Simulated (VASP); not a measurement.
# Mg in VASP: single point with LDA

Aim: the single point of Mg with LDA.

All numbers are computed with VASP 6.6.1; they aren't measurements. Logs are shortened: lines on timing, memory, paths and dates and some standing lists are left out, and cuts for length are marked.

## (1) The cell of the first run

The cell holds a slab with vacuum, 2 atoms: a = 3.637 Å, b = 3.637 Å, c = 11.336 Å, α = 90.00°, β = 90.00°, γ = 120.00°.

## (2) Single point, LDA

Input file INCAR:

```
PREC = Accurate ; ENCUT = 520
EDIFF = 1E-7 ; ISMEAR = -1
SIGMA = 0.15 ; LREAL = F
LASPH = T ; NELM = 100
ALGO = Normal ; ISIF = 2
LWAVE = F ; LCHARG = F
GGA = CA ; NBANDS = 9
```

Input file KPOINTS:

```
Automatic mesh
0
Gamma
  7 7 2
```

Input file POSCAR:

```
Mg
1.0
    3.6366940000      0.0000000000      0.0000000000
   -1.8183470000      3.1494690000      0.0000000000
    0.0000000000      0.0000000000     11.3355990000
Mg
2
Direct
    0.3333333333      0.6666666667      0.8874580000
    0.6666666667      0.3333333333      0.1125420000
```

Potentials or basis: VASP PAW LDA potentials, release 64 (Mg).

Started as:

```
$ cat potpaw_LDA.64/Mg/POTCAR > POTCAR
$ mpirun -np 1 vasp_std > vasp.out
```

OUTCAR:

```text
PREC = Accurate
   ENCUT = 520
   EDIFF = 1E-7
   ISMEAR = -1
   LREAL = F
   LASPH = T
   NELM = 100
   ISIF = 2
   GGA = CA

 ion  position               nearest neighbor table
   1  0.333  0.667  0.887-   2 3.30   2 3.30   2 3.30
   2  0.667  0.333  0.113-   1 3.30   1 3.30   1 3.30

  LATTYP: Found a hexagonal cell.
 ALAT       =     3.6366940000
 C/A-ratio  =     3.1170065450

  Lattice vectors:

 A1 = (   3.6366940000,   0.0000000000,   0.0000000000)
 A2 = (  -1.8183470000,   3.1494690000,   0.0000000000)
 A3 = (   0.0000000000,   0.0000000000,  11.3355990000)

Analysis of symmetry for initial positions (statically):
=====================================================================
 Subroutine PRICEL returns:
 Original cell was already a primitive cell.

 Routine SETGRP: Setting up the symmetry group for a
 hexagonal supercell.

 Subroutine GETGRP returns: Found 12 space group operations
 (whereof 12 operations were pure point group operations)
 out of a pool of 24 trial point group operations.

The static configuration has the point symmetry D_3d.

Analysis of symmetry for dynamics (positions and initial velocities):
=====================================================================
 Subroutine PRICEL returns:
 Original cell was already a primitive cell.

 Routine SETGRP: Setting up the symmetry group for a
 hexagonal supercell.

 Subroutine GETGRP returns: Found 12 space group operations
 (whereof 12 operations were pure point group operations)
 out of a pool of 24 trial point group operations.

The dynamic configuration has the point symmetry D_3d.

 Subroutine INISYM returns: Found 12 space group operations
 (whereof 12 operations are pure point group operations),
 and found     1 'primitive' translations

----------------------------------------------------------------------------------------

                                     Primitive cell

  volume of cell :     129.8340

  direct lattice vectors                    reciprocal lattice vectors
     3.636694000  0.000000000  0.000000000     0.274975019  0.158756921  0.000000000
    -1.818347000  3.149469000  0.000000000     0.000000000  0.317513841  0.000000000
     0.000000000  0.000000000 11.335599000     0.000000000  0.000000000  0.088217658

  length of vectors
     3.636694000  3.636693662 11.335599000     0.317513812  0.317513841  0.088217658
[... 74 lines left out ...]
   EDIFFG = 0.1E-05   stopping-criterion for IOM
   NSW    =      0    number of steps for IOM
   IBRION =     -1    ionic relax: 0-MD 1-quasi-New 2-CG
   NFREE  =      0    steps in history (QN), initial steepest desc. (CG)
   ISIF   =      2    stress and relaxation
   ISYM   =      2    0-nonsym 1-usesym 2-fastsym
   POTIM  = 0.5000    time-step for ionic-motion
   TEBEG  =    0.0;   TEEND  =   0.0 temperature during run
   PSTRESS=    0.0 pullay stress
   NELECT =       4.0000    total number of electrons
   NUPDOWN=      -1.0000    fix difference up-down
   EMIN   =  10.00;   EMAX   =-10.00  energy-range for DOS
   EFERMI =   0.00;   METHOD = LEGACY
   ISMEAR =    -1;   SIGMA  =   0.15  broadening in eV -4-tet -1-fermi 0-gaus
   EFERMI_NEDOS =   21; number of points for ismear=-14 and -15
   IALGO  =     38    algorithm
   IMIX   =      4    mixing-type and parameters
     AMIX     =   0.40;   BMIX     =  1.00
     AMIX_MAG =   1.60;   BMIX_MAG =  1.00
  volume/ion in A,a.u.               =      64.92       438.08
  Fermi-wavevector in a.u.,A,eV,Ry     =   0.513214  0.969834  3.583622  0.263389
  Thomas-Fermi vector in A             =   1.527577
   LORBIT       =      0    0 simple, 1 ext, 2 COOP (PROOUT), +10 PAW based schemes
   GGA     = CA    functional components
   LHFCALC =     F    Hartree Fock is set to
   AEXX    =    0.0000 exact exchange contribution
   IVDW    =     0    specifies the selected vdW correction
   LEPSILON=     F    determine dielectric tensor
   LRPA    =     F    only Hartree local field effects (RPA)
 non-spin polarized calculation
  energy-cutoff  :      520.00
  volume of cell :      129.83
 maximum number of plane-waves:      3522
 NGX is ok and might be reduce to    28
   NGX = 13   NGY = 13   NGZ = 43

 number of electron       4.0000000 magnetization

 Free energy of the ion-electron system (eV)
  ---------------------------------------------------
  ext. energy  EPLUGINS =         0.00000000
  ---------------------------------------------------
  free energy    TOTEN  =        -2.31653315 eV

  energy without entropy =       -2.24175150  energy(sigma->0) =       -2.27914232

 E-fermi :  -1.1977     XC(G=0):  -4.8952

 val. band max:       -1.2217822858   @ k =   0.0000   0.0000   0.5000
 cond. band min:      -1.0243516833   @ k =   0.1429  -0.0000   0.0000
 fundamental gap:      0.1974306025
 Fermi energy:        -1.1976679561

 k-point     1 :       0.0000    0.0000    0.0000
  band No.  band energies     occupation
      1      -6.4166      2.00000
      2      -4.0389      2.00000
      3      -1.3171      1.37825
      4       1.7871      0.00000
      5       2.1365      0.00000
      6       6.9069      0.00000
      7       7.0294      0.00000
      8       7.0294      0.00000
      9       7.0969      0.00000
[... 169 lines left out ...]
 k-point    16 :       0.2857    0.2857    0.5000
  band No.  band energies     occupation
      1      -2.7896      1.99995
      2      -0.8429      0.17179
      3      -0.5209      0.02172
      4      -0.4240      0.01144
      5       1.4706      0.00000
      6       1.6767      0.00000
      7       2.4298      0.00000
      8       4.0726      0.00000
      9       4.7417      0.00000

------------------------ aborting loop because EDIFF is reached ----------------------------------------

  FORCE on cell =-STRESS in cart. coord.  units (eV):
  Direction    XX          YY          ZZ          XY          YZ          ZX
  --------------------------------------------------------------------------------------
  -------------------------------------------------------------------------------------
  Total       -2.9751299     -2.9751292     -0.6302054     -0.0000000      0.0000000      0.0000000
  in kB      -36.7136826    -36.7136735     -7.7768573     -0.0000000      0.0000000      0.0000000
  external PRESSURE =     -27.0680711 kB  Pullay stress =       0.0000000 kB

 VOLUME and BASIS-vectors are now :
 -----------------------------------------------------------------------------
  energy-cutoff  :      520.00
  volume of cell :      129.83
      direct lattice vectors                 reciprocal lattice vectors
     3.636694000  0.000000000  0.000000000     0.274975019  0.158756921  0.000000000
    -1.818347000  3.149469000  0.000000000     0.000000000  0.317513841  0.000000000
     0.000000000  0.000000000 11.335599000     0.000000000  0.000000000  0.088217658

 POSITION                                       TOTAL-FORCE (eV/Angst)
 -----------------------------------------------------------------------------------
     -0.00000      2.09965     10.05987        -0.000000      0.000000      0.242344
      1.81835      1.04982      1.27573         0.000000     -0.000000     -0.242344
 -----------------------------------------------------------------------------------
    total drift:                               -0.000000     -0.000000     -0.000000

  FREE ENERGIE OF THE ION-ELECTRON SYSTEM (eV)
  ---------------------------------------------------
  free  energy   TOTEN  =        -2.3165331481 eV

  energy  without entropy=       -2.2417515017  energy(sigma->0) =       -2.27914232
```

OSZICAR:

```text
N       E                     dE             d eps       ncg     rms          rms(c)
DAV:   1     0.112905182698E+01    0.11291E+01   -0.10319E+03   288   0.278E+02
DAV:   2    -0.232540311633E+01   -0.34545E+01   -0.31991E+01   402   0.243E+01
DAV:   3    -0.241133098727E+01   -0.85928E-01   -0.85335E-01   424   0.378E+00
DAV:   4    -0.241210786445E+01   -0.77688E-03   -0.77677E-03   374   0.345E-01
DAV:   5    -0.241212008616E+01   -0.12222E-04   -0.12222E-04   425   0.371E-02    0.109E+00
DAV:   6    -0.234177314576E+01    0.70347E-01   -0.10274E-01   340   0.604E-01    0.642E-01
DAV:   7    -0.231669914491E+01    0.25074E-01   -0.92165E-02   327   0.657E-01    0.162E-01
DAV:   8    -0.231604045610E+01    0.65869E-03   -0.43348E-03   345   0.291E-01    0.321E-02
DAV:   9    -0.231616031998E+01   -0.11986E-03   -0.19539E-04   370   0.460E-02    0.183E-02
DAV:  10    -0.231641594858E+01   -0.25563E-03   -0.30504E-04   304   0.362E-02    0.123E-02
DAV:  11    -0.231651242536E+01   -0.96477E-04   -0.37821E-05   337   0.139E-02    0.485E-03
DAV:  12    -0.231653089822E+01   -0.18473E-04   -0.79532E-06   338   0.603E-03    0.132E-03
DAV:  13    -0.231653309692E+01   -0.21987E-05   -0.11868E-06   337   0.245E-03    0.254E-04
DAV:  14    -0.231653314809E+01   -0.51167E-07   -0.29130E-08   397   0.437E-04
   1 F= -.23165331E+01 E0= -.22791423E+01  d E =-.747816E-01
```

stdout:

```text
POSCAR found type information on POSCAR Mg
 POSCAR found :  1 types and       2 ions
 scaLAPACK will be used
 LDA part: xc-table for (Slater(with rela. corr.)+CA(PZ))
 , standard interpolation
 POSCAR, INCAR and KPOINTS ok, starting setup
 FFT: planning ... GRIDC
 FFT: planning ... GRID_SOFT
 FFT: planning ... GRID
 WAVECAR not read
 entering main loop
```

Wall time 14 s (1 thread of Intel Xeon Platinum 8259CL at 2.50GHz (Skylake/Cascade Lake), shared host); peak memory 0.19 GiB.

Results:

| Quantity | Value |
| --- | --- |
| Free energy | -2.3165 eV |
| Largest force | 0.242 eV/Å |
| Band gap on the k mesh | zero (bands 2 and 3 overlap by 0.48 eV) |

Forces on the atoms (eV/Å):
```
Mg   0.000  0.000  0.242
Mg   0.000  0.000 -0.242
```
